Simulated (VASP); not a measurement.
Here is a VASP 6.6.1 calculation.

Contents of INCAR:

```
SYSTEM = Al3GaN4
PREC = Accurate ; ENCUT = 520
EDIFF = 1E-6 ; ISMEAR = 0
SIGMA = 0.05 ; LREAL = .False.
LASPH = .True. ; NELM = 60
ALGO = Normal ; ISIF = 2
LWAVE = .False. ; LCHARG = .False.
GGA = PS ; NBANDS = 31
```

The input KPOINTS:

```
regular mesh
0
Gamma
  6 6 6
  0 0 0
```

Contents of POSCAR:

```
Al3GaN4
1.0
    4.4069948390      0.0000000000      0.0000000000
    0.0000000000      4.4069948390      0.0000000000
    0.0000000000      0.0000000000      4.4069948390
Al Ga N
3 1 4
Direct
    0.5000000000      0.5000000000      0.0000000000
    0.5000000000      0.0000000000      0.5000000000
    0.0000000000      0.5000000000      0.5000000000
    0.0032751926      0.0032751926      0.0032751926
    0.7447077168      0.7447077168      0.2552922832
    0.7447077168      0.2552922832      0.7447077168
    0.2552922832      0.7447077168      0.7447077168
    0.2552922832      0.2552922832      0.2552922832
```

Potentials or basis: VASP PAW PBE potentials, release 64 (Al, Ga_d, N).

Command:

```bash
$ cat potpaw_PBE.64/Al/POTCAR potpaw_PBE.64/Ga_d/POTCAR potpaw_PBE.64/N/POTCAR > POTCAR
$ mpirun -np 1 vasp_std > vasp.out
```

(1) Estimate the band gap on the k mesh.

(2) Estimate the largest force.

(3) What does it give for the pressure?

Answers

(1) 3.27 eV, direct.

(2) 0.465 eV/Å.

(3) 0.0 GPa.

Caveat: the cell differs from its parent crystal (all Ga atoms moved +0.025 Å, as atom 4 along Cartesian [1 1 1]); the PAW data sets were made with another functional, which shifts forces and pressure a little.
